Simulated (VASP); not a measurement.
Wanted: the native input for a VASP 6.6.1 run.

```yaml
Task: single point
Functional: PBE
Potentials_or_basis: VASP PAW PBE potentials, release 64 (Ga_d, N)
Cutoff: 520 eV
k_mesh: 6 × 6 × 6
Occupations: gaussian, width 0.01 eV
Spin: no spin polarisation
Dipole_correction: no
Further_INCAR_settings: ALGO = Normal; EDIFF = 1e-07; NBANDS = 16
```

The structure of GaN lies in POSCAR:

```
GaN
1.0
    0.0000000000      2.1085153661      2.1085153661
    2.1085153661      0.0000000000      2.1085153661
    2.1085153661      2.1085153661      0.0000000000
Ga N
1 1
Direct
    0.5000000000      0.5000000000      0.5000000000
    0.0000000000      0.0000000000      0.0000000000
```

The input as run:

INCAR

```
SYSTEM = GaN
  PREC = Accurate
  ENCUT = 520
  EDIFF = 1E-7
  ISMEAR = 0
  SIGMA = 0.01
  LREAL = .FALSE.
  LASPH = .TRUE.
  NELM = 80
  ALGO = Normal
  ISIF = 2
  LWAVE = .FALSE.
  LCHARG = .TRUE.
  GGA = PE
  LELF = .TRUE.
  LVHAR = .TRUE.
  NBANDS = 16
```

KPOINTS

```
Automatic mesh
0
G
  6 6 6
  0 0 0
```

Potentials or basis: VASP PAW PBE potentials, release 64 (Ga_d, N).

Launch:

```bash
$ cat potpaw_PBE.64/Ga_d/POTCAR potpaw_PBE.64/N/POTCAR > POTCAR
$ mpirun -np 1 vasp_std > vasp.out
```

Results of the run:

| Item | Value |
| --- | --- |
| Pressure | 8.9 GPa |
| Band gap on the k mesh | 0.62 eV, indirect (least direct gap 2.83 eV) |

Caveat: the k points lie up to 0.43 Å⁻¹ apart.

Wall time 5.7 s on 1 thread of AMD EPYC 7R13 Processor (Zen 3), on a shared host, peak memory 0.1 GiB.
